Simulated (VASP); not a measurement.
**NiI3: single point with PBEsol**

The system is NiI3.

```
Ni I
1.0
     5.15723    0.00000    0.00000
     0.00000    5.15723    0.00000
     0.00000    0.00000    5.15723
Ni I
1 3
Direct
  0.00000 0.00000 0.00000
  0.50000 0.00000 0.00000
  0.00000 0.00000 0.50000
  0.00000 0.50000 0.00000
```

This cell differs from its parent crystal: volume scaled by 0.960.

| Property | Result |
| --- | --- |
| Program | VASP 6.6.1 |
| Task | single point |
| Functional | PBEsol |
| Potentials or basis | VASP PAW PBE potentials, release 64 (Ni, I) |
| Cutoff | 520 eV |
| k mesh | 6 × 6 × 6 |
| Occupations | gaussian, width 0.05 eV |
| Spin | collinear spin, ferromagnetic start |
| Starting moments | [0.05, 0.0, 0.0, 0.0] μB |

* Pressure: 1.6 GPa
* Net moment: 0.00 μB per cell
* Valence electrons inside the program's atomic spheres: Ni 9.24; I 4.25

Levels at points of the mesh, in eV from the Fermi level:
Spin up:
```csv
k point,band 11,band 12,band 13,band 14,band 15,band 16,band 17,band 18,band 19,band 20
"(0.00, 0.00, 0.00)",-1.32,-1.14,-1.14,-1.14,-0.42,-0.42,-0.42,1.32,4.87,6.17
"(0.50, 0.00, 0.00)",-1.57,-1.31,-0.68,-0.68,-0.61,-0.50,-0.50,4.87,5.61,6.23
"(0.50, 0.50, 0.00)",-1.95,-1.09,-0.83,-0.48,-0.48,0.35,1.94,5.83,5.83,6.44
"(0.50, 0.50, 0.50)",-0.81,-0.81,0.37,0.37,0.37,1.98,1.98,4.07,5.25,5.25
```
Spin down:
```tsv
k point	band 11	band 12	band 13	band 14	band 15	band 16	band 17	band 18	band 19	band 20
(0.00, 0.00, 0.00)	-1.32	-1.14	-1.14	-1.14	-0.42	-0.42	-0.42	1.32	4.87	6.17
(0.50, 0.00, 0.00)	-1.57	-1.31	-0.68	-0.68	-0.61	-0.50	-0.50	4.87	5.61	6.23
(0.50, 0.50, 0.00)	-1.95	-1.08	-0.83	-0.48	-0.48	0.35	1.94	5.83	5.83	6.44
(0.50, 0.50, 0.50)	-0.81	-0.81	0.37	0.37	0.37	1.98	1.98	4.07	5.25	5.25
```

Run time: 2.5 min on 1 thread of Oxide Virtual Turin-like Processor, on a shared host, peak memory 0.31 GiB.

Caveat: the PAW data sets were made with another functional, which shifts forces and pressure a little; spin-orbit coupling is left out, which moves the levels of the heavy elements; semilocal functionals often make such compounds metallic where correlation or magnetic order opens a gap, which also shifts bond lengths.
